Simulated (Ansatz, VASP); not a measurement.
One calculation of MgZn4O, two programs

INCAR

```
PREC     = Accurate       # precision mode
ENCUT    = 600            # plane-wave cutoff, eV
EDIFF    = 1E-6           # SCF threshold, eV
ISMEAR   = 0              # smearing method
SIGMA    = 0.2            # smearing width, eV
LREAL    = False          # projectors in reciprocal space
LASPH    = True           # aspherical terms in the spheres
NELM     = 60             # most SCF steps
ALGO     = Normal         # electronic algorithm
ISIF     = 3              # what is computed and relaxed
LWAVE    = False          # write WAVECAR
LCHARG   = False          # write CHGCAR
GGA      = PE             # functional
IBRION   = 2              # ionic algorithm
NSW      = 36             # ionic steps
EDIFFG   = -0.08          # ionic threshold
```

File KPOINTS:

```
Automatic mesh
0
Gamma
  4 4 3
```

The input POSCAR:

```
MgZn4O
1.0
    5.2000000000      0.0000000000      0.0000000000
   -2.6000000000      4.5033321000      0.0000000000
    0.0000000000      0.0000000000      6.8700000000
Mg Zn O
2 8 2
Direct
    0.0000000000      0.0000000000      0.5000000000
    0.0000000000      0.0000000000      0.0000000000
    0.5000000000      0.5000000000      0.7130000000
    0.5000000000      0.5000000000      0.2870000000
    0.0000000000      0.5000000000      0.2870000000
    0.0000000000      0.5000000000      0.7130000000
    0.5000000000      0.0000000000      0.7130000000
    0.5000000000      0.0000000000      0.2870000000
    0.6666666700      0.3333333300      0.0000000000
    0.3333333300      0.6666666700      0.0000000000
    0.6666666700      0.3333333300      0.5000000000
    0.3333333300      0.6666666700      0.5000000000
```

Input for Ansatz:

```yaml
crystal:
  lattice:
    - [5.2, 0.0, 0.0]
    - [-2.6, 4.5033321, 0.0]
    - [0.0, 0.0, 6.87]
  atoms:
    - { symbol: Mg, position: [0.0, 0.0, 0.5] }
    - { symbol: Mg, position: [0.0, 0.0, 0.0] }
    - { symbol: Zn, position: [0.5, 0.5, 0.713] }
    - { symbol: Zn, position: [0.5, 0.5, 0.287] }
    - { symbol: Zn, position: [0.0, 0.5, 0.287] }
    - { symbol: Zn, position: [0.0, 0.5, 0.713] }
    - { symbol: Zn, position: [0.5, 0.0, 0.713] }
    - { symbol: Zn, position: [0.5, 0.0, 0.287] }
    - { symbol: Zn, position: [0.66666667, 0.33333333, 0.0] }
    - { symbol: Zn, position: [0.33333333, 0.66666667, 0.0] }
    - { symbol: O, position: [0.66666667, 0.33333333, 0.5] }
    - { symbol: O, position: [0.33333333, 0.66666667, 0.5] }
basis:
  ecutwfc: 420
kpoints:
  mp_grid: { grid: [4, 4, 3] }
hamiltonian:
  xc: pbe
scf:
  occupations: { method: gaussian, width: 0.2 }
  lower_state_search: "off"
output:
  forces: true
  stress: true
  eigenvalues: true
relax:
  adjacent_minimum: "off"
  f_tol: 0.08
  max_steps: 16
  cell: { stress_tol: 0.8 }
```

Alike in both runs: task relaxation of cell and atoms; functional PBE; k mesh 4 × 4 × 3; occupations gaussian, width 0.2 eV; no spin polarisation.

|  | VASP | Ansatz |
| --- | --- | --- |
| version | VASP 6.6.1 | Ansatz 0.2.0 |
| potentials or method | VASP PAW PBE potentials, release 64 (Mg, Zn, O), cutoff 600 eV | scalar-relativistic, plane waves, PAW |
| valence electrons in the cell | 112 | 128 |

```tsv
	VASP	Ansatz	Ansatz less VASP
gap on the k mesh at the Fermi level, each at its own relaxed structure (eV)	none	none	-
relaxed volume (Å³/atom)	15.55	15.38	-0.168
relaxed cell length with the largest relative difference (Å)	7.388	7.492	+0.1041
```

A gap of «none» marks a metal or a gap that the smearing closes. VASP's potentials hold 112 valence electrons a cell and Ansatz's 128, so a difference there can come from the potentials and not from the codes.

Noted on VASP's run: the volume moved by over 15 % at a fixed basis, so the end points are rough.
